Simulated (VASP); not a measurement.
Wanted: the native input for a VASP 6.6.1 run.

```
Task                   : single point
Functional             : LDA
Potentials or basis    : VASP PAW LDA potentials, release 64 (Hf_pv, C)
Cutoff                 : 520 eV
k mesh                 : 9 × 9 × 5
Occupations            : fermi-dirac, width 0.05 eV
Spin                   : no spin polarisation
Dipole correction      : no
Further INCAR settings : ALGO = Normal; EDIFF = 1e-07; NBANDS = 22
```

The structure of HfC lies in POSCAR:

```
HfC
1.0
    3.3650048841      0.0000000000      0.0000000000
   -1.6825024420      2.9141797134      0.0000000000
    0.0000000000      0.0000000000      5.2371700637
Hf C
2 2
Direct
    0.3333333333      0.6666666667      0.2500000000
    0.6666666667      0.3333333333      0.7500000000
    0.0000000000      0.0000000000      0.5000000000
    0.0000000000      0.0000000000      0.0000000000
```

This cell differs from its parent crystal: volume scaled by 1.02.

One way to write it, as run:

INCAR

```
  PREC = Accurate
  ENCUT = 520
  EDIFF = 1E-7
  ISMEAR = -1
  SIGMA = 0.05
  LREAL = False
  LASPH = True
  NELM = 60
  ALGO = Normal
  ISIF = 2
  LWAVE = False
  LCHARG = False
  GGA = CA
  NBANDS = 22
```

KPOINTS

```
regular mesh
0
Gamma
  9 9 5
```

Potentials or basis: VASP PAW LDA potentials, release 64 (Hf_pv, C).

The run is started by

```sh
$ cat potpaw_LDA.64/Hf_pv/POTCAR potpaw_LDA.64/C/POTCAR > POTCAR
$ mpirun -np 1 vasp_std > vasp.out
```

Results of the run:

The pressure is -16.4 GPa. The band gap on the k mesh is zero (band 14 reaches 7.11 eV, above the bottom of band 15 at 6.06 eV).

Caveat: spin-orbit coupling is left out, which moves the levels of the heavy elements.

It took 31 s on 1 thread of Intel(R) Xeon(R) Platinum 8488C (Sapphire Rapids) (shared host), peak memory 0.17 GiB.
